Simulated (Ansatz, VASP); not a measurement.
# One calculation of Si2SnB3, two programs

```
CELL_PARAMETERS angstrom
5.26609 0.00000 -0.00408
0.00000 2.95732 0.00000
-0.99152 0.00000 5.17190
ATOMIC_POSITIONS crystal
Si 0.50000 0.08605 0.00000
Si 0.00000 0.41404 0.50000
Sn 0.00000 0.75008 0.00000
B 0.60778 0.25003 0.39220
B 0.39222 0.25003 0.60780
B 0.50000 0.75003 0.50000
```

Change from the starting cell: the structure that the rattled cell fell into.

Alike in both runs: functional PBE; k mesh 8 × 12 × 8; occupations gaussian, width 0.1 eV; no spin polarisation.

Ansatz relaxed the structure, and its values are those at the end. VASP's run is a single point on that final structure, the one shown.

|  | VASP | Ansatz |
| --- | --- | --- |
| version | VASP 6.6.1 | Ansatz 0.2.0 |
| potentials or method | VASP PAW PBE potentials, release 64 (Si, Sn_d, B), cutoff 520 eV | scalar-relativistic, plane waves, PAW |
| valence electrons in the cell | 31 | 31 |

|  | VASP | Ansatz | Ansatz less VASP |
| --- | --- | --- | --- |
| gap on the k mesh at the Fermi level (eV) | none | none | - |
| pressure (GPa) | 0.0 | 0.0 | +0.03 |

A gap of «none» marks a metal or a gap that the smearing closes.
